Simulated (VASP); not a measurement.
# Cd3SeS2 (P6_3mc) in VASP: single point with PBE

Aim: the single point of Cd3SeS2 with PBE.

Program: VASP 6.6.1. These are calculated values, not measurements. Logs are shortened: lines on timing, memory, paths and dates and some standing lists are left out, and cuts for length are marked.

## (1) The cell of the first run

Symmetry: P6_3mc, No. 186, hexagonal system. The conventional cell has a = 4.257 Å, b = 4.257 Å, c = 20.823 Å, α = 90.00°, β = 90.00°, γ = 120.00°. Within 3.4 Å of Cd (site symmetry 3m) lie 4 S at 2.57 to 2.59 Å. Cd (site symmetry 3m) has 1 S at 2.57 Å and 3 Se at 2.65 Å within 3.4 Å. Cd (site symmetry 3m) has 3 S at 2.58 Å and 1 Se at 2.69 Å within 3.4 Å. Within 3.5 Å of Se (site symmetry 3m) lie 4 Cd at 2.65 to 2.69 Å. S (site symmetry 3m) has 4 Cd at 2.57 to 2.58 Å within 3.4 Å. S (site symmetry 3m) has 4 Cd at 2.57 to 2.59 Å within 3.4 Å.

## (2) Single point, PBE

The input, POSCAR:

```
Cd3SeS2
1.0
    4.2570224386      0.0000000000      0.0000000000
   -2.1285112193      3.6866895763      0.0000000000
    0.0000000000      0.0000000000     20.8231222513
Cd Se S
6 2 4
Direct
    0.6666666667      0.3333333333      0.9997847150
    0.6666666667      0.3333333333      0.3380024472
    0.6666666667      0.3333333333      0.6617888584
    0.3333333333      0.6666666667      0.1617888584
    0.3333333333      0.6666666667      0.4997847150
    0.3333333333      0.6666666667      0.8380024472
    0.6666666667      0.3333333333      0.7907641440
    0.3333333333      0.6666666667      0.2907641440
    0.6666666667      0.3333333333      0.1233557794
    0.6666666667      0.3333333333      0.4613040559
    0.3333333333      0.6666666667      0.6233557794
    0.3333333333      0.6666666667      0.9613040559
```

The input, INCAR.step1:

```
  PREC = Accurate
  ENCUT = 520
  EDIFF = 1E-6
  ISMEAR = 0
  SIGMA = 0.02
  LREAL = F
  LASPH = T
  NELM = 80
  ALGO = Normal
  ISIF = 2
  LWAVE = F
  LCHARG = T
  GGA = PE
  NBANDS = 66
```

The input, KPOINTS.step1:

```
Automatic mesh
0
Gamma
  6 6 2
```

The input, INCAR.step2:

```
  PREC = Accurate
  ENCUT = 520
  EDIFF = 1E-6
  ISMEAR = -5
  SIGMA = 0.02
  LREAL = F
  LASPH = T
  NELM = 80
  ALGO = Normal
  ISIF = 2
  LWAVE = F
  LCHARG = F
  GGA = PE
  LORBIT = 11
  NEDOS = 2001
  ICHARG = 11
```

The input, KPOINTS.step2:

```
Automatic mesh
0
Gamma
  9 9 3
```

Potentials or basis: VASP PAW PBE potentials, release 64 (Cd, Se, S).

Launch:

```console
$ cat potpaw_PBE.64/Cd/POTCAR potpaw_PBE.64/Se/POTCAR potpaw_PBE.64/S/POTCAR > POTCAR
$ cp INCAR.step1 INCAR
$ cp KPOINTS.step1 KPOINTS
$ mpirun -np 1 vasp_std > vasp.out
$ cp INCAR.step2 INCAR
$ cp KPOINTS.step2 KPOINTS
$ mpirun -np 1 vasp_std > vasp.out
```

OUTCAR:

```text
PREC = Accurate
   ENCUT = 520
   EDIFF = 1E-6
   ISMEAR = -5
   LREAL = F
   LASPH = T
   NELM = 80
   ISIF = 2
   GGA = PE
   LORBIT = 11
   ICHARG = 11

 ion  position               nearest neighbor table
   1  0.667  0.333  1.000-   9 2.57  12 2.59  12 2.59  12 2.59
   2  0.667  0.333  0.338-  10 2.57   8 2.65   8 2.65   8 2.65
   3  0.667  0.333  0.662-  11 2.58  11 2.58  11 2.58   7 2.69
   4  0.333  0.667  0.162-   9 2.58   9 2.58   9 2.58   8 2.69
   5  0.333  0.667  0.500-  11 2.57  10 2.59  10 2.59  10 2.59
   6  0.333  0.667  0.838-  12 2.57   7 2.65   7 2.65   7 2.65
   7  0.667  0.333  0.791-   6 2.65   6 2.65   6 2.65   3 2.69
   8  0.333  0.667  0.291-   2 2.65   2 2.65   2 2.65   4 2.69
   9  0.667  0.333  0.123-   1 2.57   4 2.58   4 2.58   4 2.58
  10  0.667  0.333  0.461-   2 2.57   5 2.59   5 2.59   5 2.59
  11  0.333  0.667  0.623-   5 2.57   3 2.58   3 2.58   3 2.58
  12  0.333  0.667  0.961-   6 2.57   1 2.59   1 2.59   1 2.59

  LATTYP: Found a hexagonal cell.
 ALAT       =     4.2570224386
 C/A-ratio  =     4.8914758030

  Lattice vectors:

 A1 = (   4.2570224386,   0.0000000000,   0.0000000000)
 A2 = (  -2.1285112193,   3.6866895763,   0.0000000000)
 A3 = (   0.0000000000,   0.0000000000,  20.8231222513)

Analysis of symmetry for initial positions (statically):
=====================================================================
 Subroutine PRICEL returns:
 Original cell was already a primitive cell.

 Routine SETGRP: Setting up the symmetry group for a
 hexagonal supercell.

 Subroutine GETGRP returns: Found 12 space group operations
 (whereof  6 operations were pure point group operations)
 out of a pool of 24 trial point group operations.

The static configuration has the point symmetry C_3v.
 The point group associated with its full space group is C_6v.

Analysis of symmetry for dynamics (positions and initial velocities):
=====================================================================
 Subroutine PRICEL returns:
 Original cell was already a primitive cell.

 Routine SETGRP: Setting up the symmetry group for a
 hexagonal supercell.

 Subroutine GETGRP returns: Found 12 space group operations
 (whereof  6 operations were pure point group operations)
 out of a pool of 24 trial point group operations.

The dynamic configuration has the point symmetry C_3v.
 The point group associated with its full space group is C_6v.

 Subroutine INISYM returns: Found 12 space group operations
 (whereof  6 operations are pure point group operations),
 and found     1 'primitive' translations

----------------------------------------------------------------------------------------

                                     Primitive cell

  volume of cell :     326.8047

  direct lattice vectors                    reciprocal lattice vectors
     4.257022439  0.000000000  0.000000000     0.234905973  0.135623027  0.000000000
    -2.128511219  3.686689576  0.000000000     0.000000000  0.271246054  0.000000000
     0.000000000  0.000000000 20.823122251     0.000000000  0.000000000  0.048023538

  length of vectors
     4.257022439  4.257022439 20.823122251     0.271246054  0.271246054  0.048023538

  position of ions in fractional coordinates (direct lattice)
     0.666666667  0.333333333  0.999784715
     0.666666667  0.333333333  0.338002447
     0.666666667  0.333333333  0.661788858
     0.333333333  0.666666667  0.161788858
     0.333333333  0.666666667  0.499784715
     0.333333333  0.666666667  0.838002447
     0.666666667  0.333333333  0.790764144
     0.333333333  0.666666667  0.290764144
     0.666666667  0.333333333  0.123355779
     0.666666667  0.333333333  0.461304056
     0.333333333  0.666666667  0.623355779
     0.333333333  0.666666667  0.961304056

  ion indices of the primitive-cell ions
   primitive index   ion index
                 1           1
                 2           2
                 3           3
                 4           4
                 5           5
                 6           6
                 7           7
                 8           8
                 9           9
                10          10
                11          11
                12          12

----------------------------------------------------------------------------------------

 KPOINTS: Automatic mesh

Automatic generation of k-mesh.
 Grid dimensions read from file:
 generate k-points for:    9    9    3

 Generating k-lattice:

  Cartesian coordinates                     Fractional coordinates (reciprocal lattice)
     0.026100664  0.015069225  0.000000000     0.111111111  0.000000000  0.000000000
     0.000000000  0.030138450  0.000000000     0.000000000  0.111111111  0.000000000
     0.000000000  0.000000000  0.016007846     0.000000000  0.000000000  0.333333333

  Length of vectors
     0.030138450  0.030138450  0.016007846

  Shift w.r.t. Gamma in fractional coordinates (k-lattice)
     0.000000000  0.000000000  0.000000000

 TETIRR: Found    207 inequivalent tetrahedra from     1458

 Subroutine IBZKPT returns following result:
 ===========================================

 Found     24 irreducible k-points:

 Following reciprocal coordinates:
            Coordinates               Weight
  0.000000  0.000000  0.000000      1.000000
  0.111111  0.000000  0.000000      6.000000
  0.222222  0.000000  0.000000      6.000000
  0.333333  0.000000  0.000000      6.000000
  0.444444  0.000000  0.000000      6.000000
  0.111111  0.111111  0.000000      6.000000
[... 16 lines left out ...]
  0.333333  0.222222  0.333333     24.000000
  0.333333  0.333333  0.333333      4.000000
   k-points           NKPTS =     24   k-points in BZ     NKDIM =     24   number of bands    NBANDS=     64
   number of dos      NEDOS =   2001   number of ions     NIONS =     12
   total plane-waves  NPLWV = 163840
   dimension x,y,z NGX =    32 NGY =   32 NGZ =  160
   dimension x,y,z NGXF=    64 NGYF=   64 NGZF=  320
   ions per type =               6   2   4
   NGX,Y,Z   is equivalent  to a cutoff of  12.50, 12.50, 12.77 a.u.
   NGXF,Y,Z  is equivalent  to a cutoff of  24.99, 24.99, 25.55 a.u.
 SYSTEM =  unknown system
   PREC   = accura    normal or accurate (medium, high low for compatibility)
   ISTART =      0    job   : 0-new  1-cont  2-samecut
   ICHARG =     11    charge: 1-file 2-atom 10-const
   ISPIN  =      1    spin polarized calculation?
   LNONCOLLINEAR =      F non collinear calculations
   LSORBIT =      F    spin-orbit coupling
   LASPH  =      T    aspherical Exc in radial PAW
   ENCUT  =  520.0 eV  38.22 Ry    6.18 a.u.   7.92  7.92 38.72*2*pi/ulx,y,z
   NELM   =     80;   NELMIN=  2; NELMDL=  0     # of ELM steps
   EDIFF  = 0.1E-05   stopping-criterion for ELM
   LREAL  =      F    real-space projection
   EDIFFG = 0.1E-04   stopping-criterion for IOM
   NSW    =      0    number of steps for IOM
   IBRION =     -1    ionic relax: 0-MD 1-quasi-New 2-CG
   NFREE  =      0    steps in history (QN), initial steepest desc. (CG)
   ISIF   =      2    stress and relaxation
   ISYM   =      2    0-nonsym 1-usesym 2-fastsym
   POTIM  = 0.5000    time-step for ionic-motion
   TEBEG  =    0.0;   TEEND  =   0.0 temperature during run
   PSTRESS=    0.0 pullay stress
   NELECT =     108.0000    total number of electrons
   NUPDOWN=      -1.0000    fix difference up-down
   EMIN   =  10.00;   EMAX   =-10.00  energy-range for DOS
   EFERMI =   0.00;   METHOD = LEGACY
   ISMEAR =    -5;   SIGMA  =   0.02  broadening in eV -4-tet -1-fermi 0-gaus
   EFERMI_NEDOS =   21; number of points for ismear=-14 and -15
   IALGO  =     38    algorithm
   IMIX   =      4    mixing-type and parameters
     AMIX     =   0.40;   BMIX     =  1.00
     AMIX_MAG =   1.60;   BMIX_MAG =  1.00
  volume/ion in A,a.u.               =      27.23       183.78
  Fermi-wavevector in a.u.,A,eV,Ry     =   1.131844  2.138875 17.430032  1.281071
  Thomas-Fermi vector in A             =   2.268544
   LORBIT       =     11    0 simple, 1 ext, 2 COOP (PROOUT), +10 PAW based schemes
   GGA     = PE    functional components
   LHFCALC =     F    Hartree Fock is set to
   AEXX    =    0.0000 exact exchange contribution
   IVDW    =     0    specifies the selected vdW correction
   LEPSILON=     F    determine dielectric tensor
   LRPA    =     F    only Hartree local field effects (RPA)
 non-spin polarized calculation
 Fermi weights with tetrahedron method with Bloechl corrections
  energy-cutoff  :      520.00
  volume of cell :      326.80
 maximum number of plane-waves:      8886
 NGX is ok and might be reduce to    32

 number of electron     108.0000017 magnetization

 Free energy of the ion-electron system (eV)
  ---------------------------------------------------
  ext. energy  EPLUGINS =         0.00000000
  ---------------------------------------------------
  free energy    TOTEN  =       -35.51480783 eV

  energy without entropy =      -35.51480783  energy(sigma->0) =      -35.51480783

 E-fermi :   0.9496     XC(G=0):  -8.8222

 val. band max:        0.9425134698   @ k =   0.0000   0.0000   0.0000
 cond. band min:       1.6712593481   @ k =   0.0000   0.0000   0.0000
 fundamental gap:      0.7287458783
 Fermi energy:         0.9495804348

 k-point     1 :       0.0000    0.0000    0.0000
  band No.  band energies     occupation
      1     -11.3837      2.00000
      2     -11.3010      2.00000
      3     -11.2781      2.00000
      4     -11.1197      2.00000
      5     -11.0861      2.00000
      6     -11.0118      2.00000
[... 56 lines left out ...]
     63       7.0392      0.00000
     64       7.0715      0.00000

 k-point     2 :       0.1111    0.0000    0.0000
  band No.  band energies     occupation
      1     -11.3460      2.00000
      2     -11.2675      2.00000
      3     -11.2454      2.00000
      4     -11.0960      2.00000
      5     -11.0645      2.00000
      6     -10.9950      2.00000
[... 56 lines left out ...]
     63       6.6357      0.00000
     64       6.7530      0.00000

 k-point     3 :       0.2222    0.0000    0.0000
  band No.  band energies     occupation
      1     -11.2472      2.00000
      2     -11.1810      2.00000
      3     -11.1609      2.00000
      4     -11.0372      2.00000
      5     -11.0111      2.00000
      6     -10.9549      2.00000
[... 1396 lines left out ...]
     63       6.4212      0.00000
     64       6.5146      0.00000

 k-point    24 :       0.3333    0.3333    0.3333
  band No.  band energies     occupation
      1     -10.9445      2.00000
      2     -10.9445      2.00000
      3     -10.9319      2.00000
      4     -10.9319      2.00000
      5     -10.9152      2.00000
      6     -10.9152      2.00000
[... 56 lines left out ...]
     63       6.5510      0.00000
     64       6.9639      0.00000

------------------------ aborting loop because EDIFF is reached ----------------------------------------

  FORCE on cell =-STRESS in cart. coord.  units (eV):
  Direction    XX          YY          ZZ          XY          YZ          ZX
  --------------------------------------------------------------------------------------
  -------------------------------------------------------------------------------------
  Total        0.5116267      0.5116267      0.5622202      0.0000000      0.0000000      0.0000000
  in kB        2.5082765      2.5082765      2.7563140      0.0000000      0.0000000      0.0000000
  external PRESSURE =       2.5909556 kB  Pullay stress =       0.0000000 kB

 VOLUME and BASIS-vectors are now :
 -----------------------------------------------------------------------------
  energy-cutoff  :      520.00
  volume of cell :      326.80
      direct lattice vectors                 reciprocal lattice vectors
     4.257022439  0.000000000  0.000000000     0.234905973  0.135623027  0.000000000
    -2.128511219  3.686689576  0.000000000     0.000000000  0.271246054  0.000000000
     0.000000000  0.000000000 20.823122251     0.000000000  0.000000000  0.048023538

 POSITION                                       TOTAL-FORCE (eV/Angst)
 -----------------------------------------------------------------------------------
      2.12851      1.22890     20.81864         0.000000      0.000000     -0.004316
      2.12851      1.22890      7.03827        -0.000000     -0.000000     -0.000661
      2.12851      1.22890     13.78051         0.000000     -0.000000     -0.000883
     -0.00000      2.45779      3.36895         0.000000      0.000000     -0.000883
     -0.00000      2.45779     10.40708        -0.000000     -0.000000     -0.004316
     -0.00000      2.45779     17.44983         0.000000      0.000000     -0.000661
      2.12851      1.22890     16.46618         0.000000     -0.000000     -0.004284
     -0.00000      2.45779      6.05462        -0.000000      0.000000     -0.004284
      2.12851      1.22890      2.56865        -0.000000      0.000000      0.006711
      2.12851      1.22890      9.60579        -0.000000      0.000000      0.003433
     -0.00000      2.45779     12.98021        -0.000000     -0.000000      0.006711
     -0.00000      2.45779     20.01735         0.000000     -0.000000      0.003433
 -----------------------------------------------------------------------------------
    total drift:                                0.000000      0.000000      0.004900

  FREE ENERGIE OF THE ION-ELECTRON SYSTEM (eV)
  ---------------------------------------------------
  free  energy   TOTEN  =       -35.5148078345 eV

  energy  without entropy=      -35.5148078345  energy(sigma->0) =      -35.51480783

 total charge

# of ion       s       p       d       tot
------------------------------------------
    1        0.414   0.289   9.564  10.267
    2        0.437   0.306   9.557  10.299
    3        0.417   0.284   9.562  10.263
    4        0.417   0.284   9.562  10.263
    5        0.414   0.289   9.564  10.267
    6        0.437   0.306   9.557  10.299
    7        1.444   2.388   0.020   3.852
    8        1.444   2.388   0.020   3.852
    9        1.326   2.374   0.000   3.700
   10        1.326   2.375   0.000   3.700
   11        1.326   2.374   0.000   3.700
   12        1.326   2.375   0.000   3.700
--------------------------------------------------
tot         10.726  16.031  57.407  84.164
```

Wall time 6.1 min (1 thread of Intel Xeon 6975P-C (Granite Rapids), shared host); peak memory 0.62 GiB.

Results:

- Valence electrons inside the program's atomic spheres: Cd 10.27, 10.30, 10.26 (each value once); Se 3.85; S 3.70

Levels at points of the mesh, in eV from the valence-band top:
| k point | band 52 | band 53 | band 54 | band 55 | band 56 | band 57 |
| --- | --- | --- | --- | --- | --- | --- |
| (0.00, 0.00, 0.00) | -0.05 | 0.00 | 0.00 | 0.73 | 1.94 | 2.00 |
